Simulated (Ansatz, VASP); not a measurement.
## One calculation of BeS, two programs

```
CELL_PARAMETERS angstrom
0.00000 2.41928 2.26906
2.26906 0.00000 2.26906
2.26906 2.41928 0.00000
ATOMIC_POSITIONS crystal
Be 0.00000 0.00000 0.00000
S 0.75000 0.75000 0.75000
```

Alike in both runs: task single point; functional PBEsol; k mesh 10 × 10 × 10; occupations gaussian, width 0.05 eV; no spin polarisation.

|  | VASP | Ansatz |
| --- | --- | --- |
| version | VASP 6.6.1 | Ansatz 0.2.0 |
| potentials or method | VASP PAW PBE potentials, release 64 (Be, S), cutoff 520 eV | scalar-relativistic, plane waves, PAW |
| valence electrons in the cell | 8 | 8 |

```tsv
	VASP	Ansatz	Ansatz less VASP
gap on the k mesh at the Fermi level (eV)	2.25	2.25	-0.004
least direct gap on the mesh (eV)	5.37	5.34	-0.033
pressure (GPa)	15.9	15.7	-0.19
traceless stress, the component that is largest in VASP (GPa)	-4.90	-4.93	-0.029
```

VASP's potentials were made for PBE, not for PBEsol.
